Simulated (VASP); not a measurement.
Here is a VASP 6.6.1 calculation.

Contents of INCAR:

```
PREC = Accurate
ENCUT = 520
EDIFF = 1E-6
ISMEAR = -1
SIGMA = 0.1
LREAL = F
LASPH = T
NELM = 80
ALGO = Normal
ISIF = 2
LWAVE = F
LCHARG = F
GGA = CA
NBANDS = 17
```

The input KPOINTS:

```
regular mesh
0
Gamma
  12 12 12
```

POSCAR

```
Hf
1.0
    0.0000000000      2.9076211571      2.9076211571
    2.9076211571      0.0000000000      2.9076211571
    2.9076211571      2.9076211571      0.0000000000
Hf
2
Direct
   -0.1250000000     -0.1250000000     -0.1250000000
    0.1250000000      0.1250000000      0.1250000000
```

Potentials or basis: VASP PAW LDA potentials, release 64 (Hf_pv).

Launch:

```console
$ cat potpaw_LDA.64/Hf_pv/POTCAR > POTCAR
$ mpirun -np 1 vasp_std > vasp.out
```

(1) What does it give for the pressure?

(2) Estimate the band gap on the k mesh.

Results:

(1) 9.4 GPa.

(2) zero (band 10 reaches 3.73 eV, above the bottom of band 11 at 3.39 eV).

Caveat: spin-orbit coupling is left out, which moves the levels of the heavy elements.
